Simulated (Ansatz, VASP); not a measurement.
**PbO2 in VASP and in Ansatz**

The input INCAR:

```
  ALGO = Normal
  EDIFF = 1E-6
  ENCUT = 520
  GGA = PE
  ISIF = 2
  ISMEAR = -1
  LASPH = True
  LCHARG = False
  LREAL = False
  LWAVE = False
  NBANDS = 35
  NELM = 80
  PREC = Accurate
  SIGMA = 0.02
```

Contents of KPOINTS:

```
k-points
0
Gamma
  6 6 8
```

The input POSCAR:

```
PbO2
1.0
    4.9838460811      0.0000000000      0.0000000000
    0.0000000000      4.9838460811      0.0000000000
    0.0000000000      0.0000000000      3.3735460800
Pb O
2 4
Direct
    0.0000000000      0.0000000000      0.0000000000
    0.5000000000      0.5000000000      0.5000000000
    0.3070292110      0.3070292110      0.0000000000
    0.1929707890      0.8070292110      0.5000000000
    0.8070292110      0.1929707890      0.5000000000
    0.6929707890      0.6929707890      0.0000000000
```

Input for Ansatz:

```yaml
crystal:
  lattice:
    - [4.9838460811, 0.0, 0.0]
    - [0.0, 4.9838460811, 0.0]
    - [0.0, 0.0, 3.37354608]
  atoms:
    - { symbol: Pb, position: [0.0, 0.0, 0.0] }
    - { symbol: Pb, position: [0.5, 0.5, 0.5] }
    - { symbol: O, position: [0.307029211, 0.307029211, 0.0] }
    - { symbol: O, position: [0.192970789, 0.807029211, 0.5] }
    - { symbol: O, position: [0.807029211, 0.192970789, 0.5] }
    - { symbol: O, position: [0.692970789, 0.692970789, 0.0] }
kpoints:
  mp_grid: { grid: [6, 6, 8] }
  band_path:
    path:
      - [0.0, 0.0, 0.0]
      - [0.0, 0.5, 0.0]
      - [0.5, 0.5, 0.0]
      - [0.0, 0.0, 0.5]
      - [0.0, 0.5, 0.5]
      - [0.5, 0.5, 0.5]
      - [-0.046061, -0.046061, 0.083333]
      - [-0.099121, -0.099121, -0.018229]
    npoints: 1
hamiltonian:
  xc: pbe
scf:
  occupations: { method: fermi_dirac, width: 0.02 }
  n_extra_bands: 5
output:
  forces: true
  stress: true
  eigenvalues: true
```

Change from the starting cell: uniaxial_z strain -1.0%.

Alike in both runs: task single point; functional PBE; k mesh 6 × 6 × 8; occupations fermi-dirac, width 0.02 eV; no spin polarisation.

|  | VASP | Ansatz |
| --- | --- | --- |
| version | VASP 6.6.1 | Ansatz 0.2.0 |
| potentials or method | VASP PAW PBE potentials, release 64 (Pb_d, O) | plane waves, PAW |
| plane-wave cutoff (eV) | 520 | 420 |
| valence electrons in the cell | 52 | 52 |

Ansatz gave:

- pressure (GPa): 8.2
- traceless stress, the component that is largest in VASP (GPa): 1.79
- rms of the force components (eV/Å): 0.022

**Question.** What did VASP give for the same quantities?

**Answer.** Pressure (GPa): 8.5; traceless stress, the component that is largest in VASP (GPa): 1.91; rms of the force components (eV/Å): 0.027.

Atom by atom the forces differ by 0.005 eV/Å (rms over components).

Neither program's run includes spin-orbit coupling.
